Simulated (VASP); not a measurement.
## Bi: single point with revPBE

Crystal: Bi.

```
CELL_PARAMETERS angstrom
-2.00516 2.00516 2.00516
2.00516 -2.00516 2.00516
2.00516 2.00516 -2.00516
ATOMIC_POSITIONS crystal
Bi 0.00000 0.00000 0.00000
```

```yaml
Program: VASP 6.6.1
Task: single point
Functional: revPBE
Potentials_or_basis: VASP PAW PBE potentials, release 64 (Bi_d)
Cutoff: 520 eV
k_mesh: 9 × 9 × 9
Occupations: fermi-dirac, width 0.05 eV
Spin: no spin polarisation
```

The pressure is -0.1 GPa.

Levels at points of the mesh, in eV from the Fermi level:
```csv
k point,band 5,band 6,band 7,band 8,band 9,band 10
"(0.00, 0.00, 0.00)",-22.92,-13.25,4.91,4.91,4.91,8.69
```

It took 16 s on 1 thread of Intel Xeon 8259CL (shared host), peak memory 0.16 GiB.

Caveat: the PAW data sets were made with another functional, which shifts forces and pressure a little; spin-orbit coupling is left out, which moves the levels of the heavy elements.
